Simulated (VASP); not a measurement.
# Ge3Pt (P4/mmm) in VASP: further runs, part 3 of 3

VASP 6.6.1.

### Step 6. Single point, PBE

This run uses another cell than the first one, of 23.74 Å³/atom, 1.048 times its volume.

INCAR reads:

```
SYSTEM = Ge3Pt
PREC = Accurate
ENCUT = 520
EDIFF = 1E-7
ISMEAR = 0
SIGMA = 0.1
LREAL = .FALSE.
LASPH = .TRUE.
NELM = 60
ALGO = Normal
ISIF = 2
LWAVE = .FALSE.
LCHARG = .FALSE.
GGA = PE
NBANDS = 34
```

KPOINTS reads:

```
Automatic mesh
0
G
  14 14 6
  0 0 0
```

POSCAR reads:

```
Ge3Pt
1.0
    3.5060223256      0.0000000000      0.0000000000
    0.0000000000      3.5060223256      0.0000000000
    0.0000000000      0.0000000000      7.7255571476
Ge Pt
3 1
Direct
    0.0000000000      0.0000000000      0.6633829136
    0.0000000000      0.0000000000      0.3366170864
    0.5000000000      0.5000000000      0.0000000000
    0.0000000000      0.0000000000      0.0000000000
```

Potentials or basis: VASP PAW PBE potentials, release 64 (Ge_d, Pt).

Launch:

```bash
> cat potpaw_PBE.64/Ge_d/POTCAR potpaw_PBE.64/Pt/POTCAR > POTCAR
> mpirun -np 1 vasp_std > vasp.out
```

OUTCAR:

```text
SYSTEM = Ge3Pt
   PREC = Accurate
   ENCUT = 520
   EDIFF = 1E-7
   ISMEAR = 0
   LREAL = .FALSE.
   LASPH = .TRUE.
   NELM = 60
   ISIF = 2
   GGA = PE

 ion  position               nearest neighbor table
   1  0.000  0.000  0.663-   2 2.52   4 2.60
   2  0.000  0.000  0.337-   1 2.52   4 2.60
   3  0.500  0.500  0.000-   4 2.48   4 2.48   4 2.48   4 2.48
   4  0.000  0.000  0.000-   3 2.48   3 2.48   3 2.48   3 2.48   1 2.60   2 2.60

  LATTYP: Found a simple tetragonal cell.
 ALAT       =     3.5060223256
 C/A-ratio  =     2.2035105399

  Lattice vectors:

 A1 = (   3.5060223256,   0.0000000000,   0.0000000000)
 A2 = (   0.0000000000,   3.5060223256,   0.0000000000)
 A3 = (   0.0000000000,   0.0000000000,   7.7255571476)

Analysis of symmetry for initial positions (statically):
=====================================================================
 Subroutine PRICEL returns:
 Original cell was already a primitive cell.

 Routine SETGRP: Setting up the symmetry group for a
 simple tetragonal supercell.

 Subroutine GETGRP returns: Found 16 space group operations
 (whereof 16 operations were pure point group operations)
 out of a pool of 16 trial point group operations.

The static configuration has the point symmetry D_4h.

Analysis of symmetry for dynamics (positions and initial velocities):
=====================================================================
 Subroutine PRICEL returns:
 Original cell was already a primitive cell.

 Routine SETGRP: Setting up the symmetry group for a
 simple tetragonal supercell.

 Subroutine GETGRP returns: Found 16 space group operations
 (whereof 16 operations were pure point group operations)
 out of a pool of 16 trial point group operations.

The dynamic configuration has the point symmetry D_4h.

 Subroutine INISYM returns: Found 16 space group operations
 (whereof 16 operations are pure point group operations),
 and found     1 'primitive' translations

[... 115 lines left out ...]
   IALGO  =     38    algorithm
   IMIX   =      4    mixing-type and parameters
     AMIX     =   0.40;   BMIX     =  1.00
     AMIX_MAG =   1.60;   BMIX_MAG =  1.00
  volume/ion in A,a.u.               =      23.74       160.21
  Fermi-wavevector in a.u.,A,eV,Ry     =   1.339336  2.530978 24.406417  1.793821
  Thomas-Fermi vector in A             =   2.467736
   LORBIT       =      0    0 simple, 1 ext, 2 COOP (PROOUT), +10 PAW based schemes
   GGA     = PE    functional components
   LHFCALC =     F    Hartree Fock is set to
   AEXX    =    0.0000 exact exchange contribution
   IVDW    =     0    specifies the selected vdW correction
   LEPSILON=     F    determine dielectric tensor
   LRPA    =     F    only Hartree local field effects (RPA)
 non-spin polarized calculation
 Gauss-broadening in eV      SIGMA  =   0.10
  energy-cutoff  :      520.00
  volume of cell :       94.96
 maximum number of plane-waves:      2589
 NGX is ok and might be reduce to    28
   NGX = 13   NGY = 13   NGZ = 29

 number of electron      51.9999966 magnetization

 Free energy of the ion-electron system (eV)
  ---------------------------------------------------
  ext. energy  EPLUGINS =         0.00000000
  ---------------------------------------------------
  free energy    TOTEN  =       -18.23823205 eV

  energy without entropy =      -18.22337428  energy(sigma->0) =      -18.23080316

 E-fermi :   4.8975     XC(G=0): -10.0747

 val. band max:        4.8909166606   @ k =   0.1429   0.1429   0.0000
 cond. band min:       4.8992083954   @ k =   0.2857   0.2857   0.3333
 fundamental gap:      0.0082917348
 Fermi energy:         4.8974808447

 k-point     1 :       0.0000    0.0000    0.0000
  band No.  band energies     occupation
      1     -20.4296      2.00000
      2     -20.3591      2.00000
      3     -20.3591      2.00000
      4     -20.3103      2.00000
      5     -20.2706      2.00000
      6     -19.9516      2.00000
[... 877 lines left out ...]
     33      10.6274      0.00000
     34      12.2254      0.00000

 [... further k-points ...]

------------------------ aborting loop because EDIFF is reached ----------------------------------------

  FORCE on cell =-STRESS in cart. coord.  units (eV):
  Direction    XX          YY          ZZ          XY          YZ          ZX
  --------------------------------------------------------------------------------------
  -------------------------------------------------------------------------------------
  Total        0.0184864      0.0184864     -0.0375327      0.0000000      0.0000000     -0.0000000
  in kB        0.3118910      0.3118910     -0.6332290      0.0000000      0.0000000     -0.0000000
  external PRESSURE =      -0.0031490 kB  Pullay stress =       0.0000000 kB

 VOLUME and BASIS-vectors are now :
 -----------------------------------------------------------------------------
  energy-cutoff  :      520.00
  volume of cell :       94.96
      direct lattice vectors                 reciprocal lattice vectors
     3.506022326  0.000000000  0.000000000     0.285223512  0.000000000  0.000000000
     0.000000000  3.506022326  0.000000000     0.000000000  0.285223512  0.000000000
     0.000000000  0.000000000  7.725557148     0.000000000  0.000000000  0.129440503

 POSITION                                       TOTAL-FORCE (eV/Angst)
 -----------------------------------------------------------------------------------
      0.00000      0.00000      5.12500         0.000000     -0.000000      0.007551
      0.00000      0.00000      2.60055        -0.000000      0.000000     -0.007551
      1.75301      1.75301      0.00000        -0.000000     -0.000000      0.000000
      0.00000      0.00000      0.00000        -0.000000     -0.000000      0.000000
 -----------------------------------------------------------------------------------
    total drift:                               -0.000000      0.000000      0.000000

  FREE ENERGIE OF THE ION-ELECTRON SYSTEM (eV)
  ---------------------------------------------------
  free  energy   TOTEN  =       -18.2382320495 eV

  energy  without entropy=      -18.2233742787  energy(sigma->0) =      -18.23080316
```

stdout:

```text
POSCAR found type information on POSCAR GePt
 POSCAR found :  2 types and       4 ions
 scaLAPACK will be used
 LDA part: xc-table for (Slater+PW92), standard interpolation
 POSCAR, INCAR and KPOINTS ok, starting setup
 FFT: planning ... GRIDC
 FFT: planning ... GRID_SOFT
 FFT: planning ... GRID
 WAVECAR not read
 entering main loop
```

Run time: 3 min. Hardware: 1 thread of Intel Xeon 6975P-C (Granite Rapids), shared host; peak memory 0.49 GiB.

What came out:

| Quantity | Value |
| --- | --- |
| Free energy | -18.2382 eV |
| Pressure | 0.0 GPa |
| Largest force | 0.008 eV/Å |
| Band gap on the k mesh | zero (band 26 reaches 5.90 eV, above the bottom of band 27 at 3.69 eV) |

Forces on the atoms (eV/Å):
```
Ge   0.000  0.000  0.008
Ge   0.000  0.000 -0.008
Ge   0.000  0.000  0.000
Pt   0.000  0.000  0.000
```

Caveat: spin-orbit coupling is left out, which moves the levels of the heavy elements.

### Step 7. The runs side by side

| task | cell | k mesh | cutoff (eV) | gap on the mesh (eV) | pressure (GPa) | largest force (eV/Å) |
| --- | --- | --- | --- | --- | --- | --- |
| single point | a = 3.542, b = 3.542, c = 7.225 Å, 4 atoms | 6 × 6 × 4 | 520 | none | 4.8 | 2.63 |
| single point | a = 3.503, b = 3.503, c = 7.719 Å, 4 atoms | 6 × 6 × 4 | 520 | none | 0.0 | - |
| relaxation of cell and atoms | relaxed from a = 3.542, b = 3.542, c = 7.225 Å, 4 atoms | 6 × 6 × 4 | 600 | none | -0.1 | 0.02 |
| single point | a = 3.506, b = 3.506, c = 7.726 Å, 4 atoms | 14 × 14 × 6 | 520 | none | 0.0 | 0.01 |

Alike in all rows: level PBE; potentials or basis VASP PAW PBE potentials, release 64 (Ge_d, Pt); no spin polarisation; smearing gaussian 0.1 eV.

Caveats: spin-orbit coupling is left out, which moves the levels of the heavy elements; forces of over 1 eV/Å act on the atoms, so gaps and moduli don't describe the material at rest (some runs).

Absolute energies hang on the potentials; compare differences alone.
